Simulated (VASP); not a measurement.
# V (Fmmm) in VASP: single point with PBEsol

Aim: the single point of V with PBEsol.

Everything below comes from runs of VASP 6.6.1. Logs are shortened: lines on timing, memory, paths and dates and some standing lists are left out, and cuts for length are marked.

## (1) The cell of the first run

Symmetry: Fmmm, No. 69, orthorhombic system. The conventional cell has a = 3.026 Å, b = 4.263 Å, c = 4.295 Å, α = 90.00°, β = 90.00°, γ = 90.00°. V (site symmetry mmm) has 14 V at 2.61 to 3.03 Å within 3.4 Å.

## (2) Single point, PBEsol (strain +0.0075 x Voigt [0, 0, 0, 0, 1, 0])

Contents of INCAR:

```
PREC = Accurate
ENCUT = 520
EDIFF = 1E-7
ISMEAR = 0
SIGMA = 0.15
LREAL = False
LASPH = True
NELM = 60
ALGO = Fast
ISIF = 2
LWAVE = False
LCHARG = True
GGA = PS
LELF = True
LVHAR = True
NBANDS = 12
```

Contents of KPOINTS:

```
Automatic mesh
0
Gamma
  22 22 22
```

Contents of POSCAR:

```
V
1.0
   -1.5073262500      1.5130000000      1.5073262500
    1.5186737500     -1.5130000000      1.5186737500
    1.5073262500      1.5130000000     -1.5073262500
V
1
Direct
    0.0000000000      0.0000000000      0.0000000000
```

Potentials or basis: VASP PAW PBE potentials, release 64 (V_sv).

The run is started by

```sh
$ cat potpaw_PBE.64/V_sv/POTCAR > POTCAR
$ mpirun -np 1 vasp_std > vasp.out
```

OUTCAR:

```text
PREC = Accurate
   ENCUT = 520
   EDIFF = 1E-7
   ISMEAR = 0
   LREAL = False
   LASPH = True
   NELM = 60
   ISIF = 2
   GGA = PS

 ion  position               nearest neighbor table
   1  0.000  0.000  0.000-

  LATTYP: Found a face centered orthorhombic cell.
 ALAT       =     3.0260000000
 B/A-ratio  =     1.4089102615
 C/A-ratio  =     1.4195168632

  Lattice vectors:

 A1 = (  -0.0113475000,   0.0000000000,  -3.0260000000)
 A2 = (  -1.5186737500,   1.5130000000,  -1.5186737500)
 A3 = (   1.5073262500,   1.5130000000,  -1.5073262500)

Analysis of symmetry for initial positions (statically):
=====================================================================
 Subroutine PRICEL returns:
 Original cell was already a primitive cell.

 Routine SETGRP: Setting up the symmetry group for a
 face centered orthorhombic supercell.

 Subroutine GETGRP returns: Found  8 space group operations
 (whereof  8 operations were pure point group operations)
 out of a pool of  8 trial point group operations.

The static configuration has the point symmetry D_2h.

Analysis of symmetry for dynamics (positions and initial velocities):
=====================================================================
 Subroutine PRICEL returns:
 Original cell was already a primitive cell.

 Routine SETGRP: Setting up the symmetry group for a
 face centered orthorhombic supercell.

 Subroutine GETGRP returns: Found  8 space group operations
 (whereof  8 operations were pure point group operations)
 out of a pool of  8 trial point group operations.

The dynamic configuration has the point symmetry D_2h.

 Subroutine INISYM returns: Found  8 space group operations
 (whereof  8 operations are pure point group operations),
 and found     1 'primitive' translations

----------------------------------------------------------------------------------------

                                     Primitive cell

  volume of cell :      13.8539

  direct lattice vectors                    reciprocal lattice vectors
    -1.507326250  1.513000000  1.507326250    -0.001239277  0.330469266  0.330473914
     1.518673750 -1.513000000  1.518673750     0.329234636  0.000000000  0.329234636
     1.507326250  1.513000000 -1.507326250     0.330473914  0.330469266 -0.001239277

  length of vectors
     2.614045495  2.627148438  2.614045495     0.467359048  0.465608088  0.467359048

  position of ions in fractional coordinates (direct lattice)
     0.000000000  0.000000000  0.000000000

  ion indices of the primitive-cell ions
   primitive index   ion index
                 1           1

----------------------------------------------------------------------------------------

 KPOINTS: Automatic mesh

Automatic generation of k-mesh.
 Grid dimensions read from file:
 generate k-points for:   22   22   22

 Generating k-lattice:

  Cartesian coordinates                     Fractional coordinates (reciprocal lattice)
    -0.000056331  0.015021330  0.015021542     0.045454545  0.000000000  0.000000000
     0.014965211  0.000000000  0.014965211     0.000000000  0.045454545  0.000000000
     0.015021542  0.015021330 -0.000056331    -0.000000000  0.000000000  0.045454545

  Length of vectors
     0.021243593  0.021164004  0.021243593

  Shift w.r.t. Gamma in fractional coordinates (k-lattice)
     0.000000000  0.000000000  0.000000000

 Subroutine IBZKPT returns following result:
 ===========================================

 Found   1530 irreducible k-points:

 Following reciprocal coordinates:
            Coordinates               Weight
  0.000000  0.000000  0.000000      1.000000
  0.045455 -0.000000  0.000000      8.000000
  0.090909 -0.000000  0.000000      8.000000
  0.136364  0.000000  0.000000      8.000000
  0.181818 -0.000000  0.000000      8.000000
  0.227273 -0.000000  0.000000      8.000000
[... 16 lines left out ...]
  0.454545  0.045455  0.000000      8.000000
  0.500000  0.045455  0.000000      8.000000
 [... further k-points ...]
   k-points           NKPTS =   1530   k-points in BZ     NKDIM =   1530   number of bands    NBANDS=     12
   number of dos      NEDOS =    301   number of ions     NIONS =      1
   total plane-waves  NPLWV =   8000
   dimension x,y,z NGX =    20 NGY =   20 NGZ =   20
   dimension x,y,z NGXF=    40 NGYF=   40 NGZF=   40
   ions per type =               1
   NGX,Y,Z   is equivalent  to a cutoff of  12.72, 12.66, 12.72 a.u.
   NGXF,Y,Z  is equivalent  to a cutoff of  25.44, 25.31, 25.44 a.u.
 SYSTEM =  unknown system
   PREC   = accura    normal or accurate (medium, high low for compatibility)
   ISTART =      0    job   : 0-new  1-cont  2-samecut
   ICHARG =      2    charge: 1-file 2-atom 10-const
   ISPIN  =      1    spin polarized calculation?
   LNONCOLLINEAR =      F non collinear calculations
   LSORBIT =      F    spin-orbit coupling
   LASPH  =      T    aspherical Exc in radial PAW
   ENCUT  =  520.0 eV  38.22 Ry    6.18 a.u.   4.86  4.88  4.86*2*pi/ulx,y,z
   NELM   =     60;   NELMIN=  2; NELMDL= -5     # of ELM steps
   EDIFF  = 0.1E-06   stopping-criterion for ELM
   LREAL  =      F    real-space projection
   EDIFFG = 0.1E-05   stopping-criterion for IOM
   NSW    =      0    number of steps for IOM
   IBRION =     -1    ionic relax: 0-MD 1-quasi-New 2-CG
   NFREE  =      0    steps in history (QN), initial steepest desc. (CG)
   ISIF   =      2    stress and relaxation
   ISYM   =      2    0-nonsym 1-usesym 2-fastsym
   POTIM  = 0.5000    time-step for ionic-motion
   TEBEG  =    0.0;   TEEND  =   0.0 temperature during run
   PSTRESS=    0.0 pullay stress
   NELECT =      13.0000    total number of electrons
   NUPDOWN=      -1.0000    fix difference up-down
   EMIN   =  10.00;   EMAX   =-10.00  energy-range for DOS
   EFERMI =   0.00;   METHOD = LEGACY
   ISMEAR =     0;   SIGMA  =   0.15  broadening in eV -4-tet -1-fermi 0-gaus
   EFERMI_NEDOS =   21; number of points for ismear=-14 and -15
   IALGO  =     68    algorithm
   IMIX   =      4    mixing-type and parameters
     AMIX     =   0.40;   BMIX     =  1.00
     AMIX_MAG =   1.60;   BMIX_MAG =  1.00
  volume/ion in A,a.u.               =      13.85        93.49
  Fermi-wavevector in a.u.,A,eV,Ry     =   1.602750  3.028758 34.950739  2.568807
  Thomas-Fermi vector in A             =   2.699521
   LORBIT       =      0    0 simple, 1 ext, 2 COOP (PROOUT), +10 PAW based schemes
   GGA     = PS    functional components
   LHFCALC =     F    Hartree Fock is set to
   AEXX    =    0.0000 exact exchange contribution
   IVDW    =     0    specifies the selected vdW correction
   LEPSILON=     F    determine dielectric tensor
   LRPA    =     F    only Hartree local field effects (RPA)
 non-spin polarized calculation
 RMM-DIIS sequential band-by-band and
 Gauss-broadening in eV      SIGMA  =   0.15
  energy-cutoff  :      520.00
  volume of cell :       13.85
 maximum number of plane-waves:       385
   NGX =  9   NGY =  9   NGZ =  9

 number of electron      12.9999996 magnetization

 Free energy of the ion-electron system (eV)
  ---------------------------------------------------
  ext. energy  EPLUGINS =         0.00000000
  ---------------------------------------------------
  free energy    TOTEN  =        -9.61070761 eV

  energy without entropy =       -9.58943596  energy(sigma->0) =       -9.60007178

 E-fermi :   9.2217     XC(G=0): -12.9041

 val. band max:        9.2214971439   @ k =   0.4091  -0.4091   0.1818
 cond. band min:       9.2222655673   @ k =   0.2727  -0.2727   0.1364
 fundamental gap:      0.0007684234
 Fermi energy:         9.2217230348

 k-point     1 :       0.0000    0.0000    0.0000
  band No.  band energies     occupation
      1     -54.2935      2.00000
      2     -27.7473      2.00000
      3     -27.7381      2.00000
      4     -27.7292      2.00000
      5       2.6820      2.00000
      6       9.5835      0.00065
      7       9.6216      0.00016
      8       9.6619      0.00003
      9      11.5563      0.00000
     10      11.5573      0.00000
     11      29.3968      0.00000
     12      29.4857      0.00000

 k-point     2 :       0.0455   -0.0000    0.0000
  band No.  band energies     occupation
      1     -54.2899      2.00000
      2     -27.7587      2.00000
      3     -27.7456      2.00000
      4     -27.7335      2.00000
      5       2.7639      2.00000
      6       9.5695      0.00104
      7       9.6230      0.00015
      8       9.6910      0.00001
      9      11.5159      0.00000
     10      11.5592      0.00000
     11      29.3224      0.00000
     12      29.4697      0.00000

 k-point     3 :       0.0909   -0.0000    0.0000
  band No.  band energies     occupation
      1     -54.2794      2.00000
      2     -27.8077      2.00000
      3     -27.7607      2.00000
      4     -27.7367      2.00000
      5       3.0053      2.00000
      6       9.4823      0.01402
      7       9.5915      0.00049
      8       9.8533      0.00000
      9      11.4128      0.00000
     10      11.5664      0.00000
     11      28.8569      0.00000
     12      29.4036      0.00000

 k-point     4 :       0.1364    0.0000    0.0000
  band No.  band energies     occupation
      1     -54.2628      2.00000
      2     -27.8874      2.00000
      3     -27.7850      2.00000
      4     -27.7382      2.00000
      5       3.3928      2.00000
      6       9.3327      0.29560
      7       9.5219      0.00466
      8      10.1283      0.00000
      9      11.2966      0.00000
     10      11.5810      0.00000
     11      28.0761      0.00000
     12      29.1294      0.00000

 k-point     5 :       0.1818   -0.0000    0.0000
  band No.  band energies     occupation
      1     -54.2414      2.00000
      2     -27.9893      2.00000
      3     -27.8164      2.00000
      4     -27.7392      2.00000
      5       3.9015      2.00000
      6       9.1435      1.53899
      7       9.4015      0.09007
      8      10.4980      0.00000
      9      11.2233      0.00000
     10      11.6055      0.00000
     11      27.0027      0.00000
     12      28.6212      0.00000
[... 228 lines left out ...]
      1     -54.1347      2.00000
      2     -28.4692      2.00000
      3     -27.9731      2.00000
      4     -27.7494      2.00000
      5       6.0693      2.00000
      6       8.3023      2.00000
      7       9.6951      0.00001
      8      11.4841      0.00000
      9      11.8754      0.00000
     10      12.7387      0.00000
     11      20.7898      0.00000
     12      25.4196      0.00000

 k-point    22 :       0.4091    0.0455    0.0000
  band No.  band energies     occupation
      1     -54.1207      2.00000
      2     -28.5300      2.00000
      3     -27.9936      2.00000
      4     -27.7499      2.00000
      5       6.1539      2.00000
      6       8.2020      2.00000
      7      10.1764      0.00000
      8      11.5369      0.00000
      9      11.9448      0.00000
     10      13.1029      0.00000
     11      19.7325      0.00000
     12      25.0377      0.00000

 k-point    23 :       0.4545    0.0455    0.0000
  band No.  band energies     occupation
      1     -54.1134      2.00000
      2     -28.5618      2.00000
      3     -28.0042      2.00000
      4     -27.7501      2.00000
      5       6.1732      2.00000
      6       8.1504      2.00000
      7      10.5130      0.00000
      8      11.5439      0.00000
      9      12.0007      0.00000
     10      13.3109      0.00000
     11      19.1190      0.00000
     12      24.8411      0.00000

 k-point    24 :       0.5000    0.0455    0.0000
  band No.  band energies     occupation
      1     -54.1133      2.00000
      2     -28.5624      2.00000
      3     -28.0040      2.00000
      4     -27.7500      2.00000
      5       6.1739      2.00000
      6       8.1504      2.00000
      7      10.5110      0.00000
      8      11.5441      0.00000
      9      11.9999      0.00000
     10      13.3151      0.00000
     11      19.1165      0.00000
     12      24.8425      0.00000

 [... further k-points ...]

------------------------ aborting loop because EDIFF is reached ----------------------------------------

  FORCE on cell =-STRESS in cart. coord.  units (eV):
  Direction    XX          YY          ZZ          XY          YZ          ZX
  --------------------------------------------------------------------------------------
  -------------------------------------------------------------------------------------
  Total       -0.9871766     -0.9863458     -0.9871766      0.0000000      0.0000000     -0.0114915
  in kB     -114.1654688   -114.0693920   -114.1654688      0.0000000      0.0000000     -1.3289771
  external PRESSURE =    -114.1334432 kB  Pullay stress =       0.0000000 kB

 VOLUME and BASIS-vectors are now :
 -----------------------------------------------------------------------------
  energy-cutoff  :      520.00
  volume of cell :       13.85
      direct lattice vectors                 reciprocal lattice vectors
    -1.507326250  1.513000000  1.507326250    -0.001239277  0.330469266  0.330473914
     1.518673750 -1.513000000  1.518673750     0.329234636  0.000000000  0.329234636
     1.507326250  1.513000000 -1.507326250     0.330473914  0.330469266 -0.001239277

 POSITION                                       TOTAL-FORCE (eV/Angst)
 -----------------------------------------------------------------------------------
      0.00000      0.00000      0.00000         0.000000      0.000000      0.000000
 -----------------------------------------------------------------------------------
    total drift:                                0.000000     -0.000000     -0.000000

  FREE ENERGIE OF THE ION-ELECTRON SYSTEM (eV)
  ---------------------------------------------------
  free  energy   TOTEN  =        -9.6107076085 eV

  energy  without entropy=       -9.5894359613  energy(sigma->0) =       -9.60007178
```

It took 4.6 min on 1 thread of AMD EPYC 7R13, shared host; peak memory 0.31 GiB.

Results:

```yaml
Free_energy: -9.6107 eV
Pressure: -11.4 GPa
Band_gap_on_the_k_mesh: zero (an odd number of electrons rules out a gap without spin polarisation)
```

Caveat: the cell differs from its parent crystal (strain +0.0075 x Voigt [0, 0, 0, 0, 1, 0]); the cell stands under tension; the PAW data sets were made with another functional, which shifts forces and pressure a little.
